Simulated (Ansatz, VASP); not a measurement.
# Two plane-wave programs on AlN

Contents of INCAR:

```
SYSTEM = AlN
PREC = Accurate
ENCUT = 520
EDIFF = 1E-7
ISMEAR = 0
SIGMA = 0.05
LREAL = .False.
LASPH = .True.
NELM = 60
ALGO = Normal
ISIF = 2
LWAVE = .False.
LCHARG = .False.
GGA = PS
NBANDS = 16
```

KPOINTS

```
Automatic mesh
0
Gamma
  9 9 6
  0 0 0
```

Contents of POSCAR:

```
AlN
1.0
    3.3908462002      0.0000000000      0.0000000000
   -1.6954231001      2.9365589497      0.0000000000
    0.0000000000      0.0000000000      3.9245653921
Al N
2 2
Direct
    0.3333333333      0.6666666667      0.7500000000
    0.6666666667      0.3333333333      0.2500000000
    0.3333333333      0.6666666667      0.2500000000
    0.6666666667      0.3333333333      0.7500000000
```

Input for Ansatz:

```yaml
crystal:
  lattice:
    - [3.3908462002, 0.0, 0.0]
    - [-1.6954231001, 2.9365589497, 0.0]
    - [0.0, 0.0, 3.9245653921]
  atoms:
    - { symbol: Al, position: [0.3333333333, 0.6666666667, 0.75] }
    - { symbol: Al, position: [0.6666666667, 0.3333333333, 0.25] }
    - { symbol: "N", position: [0.3333333333, 0.6666666667, 0.25] }
    - { symbol: "N", position: [0.6666666667, 0.3333333333, 0.75] }
basis:
  ecutwfc: 520.0
kpoints:
  mp_grid: { grid: [9, 9, 6] }
hamiltonian:
  xc: pbesol
  pseudopotentials: { kind: paw, azcp: { folder: soft_1 } }
scf:
  occupations: { method: gaussian, width: 0.05 }
output:
  forces: true
  stress: true
  eigenvalues: true
```

Alike in both runs: task single point; functional PBEsol; k mesh 9 × 9 × 6; occupations gaussian, width 0.05 eV; no spin polarisation.

|  | VASP | Ansatz |
| --- | --- | --- |
| version | VASP 6.6.1 | Ansatz 0.2.0 |
| potentials or method | VASP PAW PBE potentials, release 64 (Al, N), cutoff 520 eV | scalar-relativistic, plane waves, PAW |
| valence electrons in the cell | 16 | 16 |

VASP gave:

| Property | Result |
| --- | --- |
| gap on the k mesh at the Fermi level (eV) | 3.56 |
| least direct gap on the mesh (eV) | 3.56 |
| pressure (GPa) | 0.7 |
| traceless stress, the component that is largest in VASP (GPa) | 12.43 |

Which values does Ansatz return?

gap on the k mesh at the Fermi level (eV): 3.55; least direct gap on the mesh (eV): 3.55; pressure (GPa): 0.6; traceless stress, the component that is largest in VASP (GPa): 12.27.

VASP's potentials were made for PBE, not for PBEsol, and Ansatz warns of the same on its side.
